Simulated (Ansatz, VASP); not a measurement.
## BP: VASP beside Ansatz

INCAR

```
SYSTEM = BP
PREC = Accurate
ENCUT = 520
EDIFF = 1E-6
ISMEAR = 0
SIGMA = 0.05
LREAL = .False.
LASPH = .True.
NELM = 80
ALGO = Normal
ISIF = 2
LWAVE = .False.
LCHARG = .True.
GGA = PE
LELF = .True.
LVHAR = .True.
NBANDS = 11
```

The input KPOINTS:

```
Automatic mesh
0
Gamma
  10 10 10
  0 0 0
```

File POSCAR:

```
BP
1.0
    0.0000000000      2.4051400000      2.2690000000
    2.2690000000      0.0000000000      2.2690000000
    2.2690000000      2.4051400000      0.0000000000
B P
1 1
Direct
    0.0000000000      0.0000000000      0.0000000000
    0.7500000000      0.7500000000      0.7500000000
```

Input for Ansatz:

```yaml
crystal:
  lattice:
    - [0.0, 2.40514, 2.269]
    - [2.269, 0.0, 2.269]
    - [2.269, 2.40514, 0.0]
  atoms:
    - { symbol: B, position: [0.0, 0.0, 0.0] }
    - { symbol: P, position: [0.75, 0.75, 0.75] }
basis:
  ecutwfc: 420
kpoints:
  mp_grid: { grid: [10, 10, 10] }
hamiltonian:
  xc: pbe
scf:
  occupations: { method: gaussian, width: 0.05 }
output:
  forces: true
  stress: true
  eigenvalues: true
```

Change from the starting cell: strain +0.0600 x Voigt [0, 1, 0, 0, 0, 0], atoms carried along.

Alike in both runs: task single point; functional PBE; k mesh 10 × 10 × 10; occupations gaussian, width 0.05 eV; no spin polarisation.

```csv
,VASP,Ansatz
version,VASP 6.6.1,Ansatz 0.2.0
potentials or method,"VASP PAW PBE potentials, release 64 (B, P), cutoff 520 eV","scalar-relativistic, plane waves, PAW"
valence electrons in the cell,8,8
```

```tsv
	VASP	Ansatz	Ansatz less VASP
gap on the k mesh at the Fermi level (eV)	0.89	0.89	+0.004
least direct gap on the mesh (eV)	3.03	3.04	+0.003
pressure (GPa)	-7.7	-7.6	+0.19
traceless stress, the component that is largest in VASP (GPa)	-10.63	-10.62	+0.014
```

With one functional, cell and mesh, what is left measures potentials, basis and numerics.
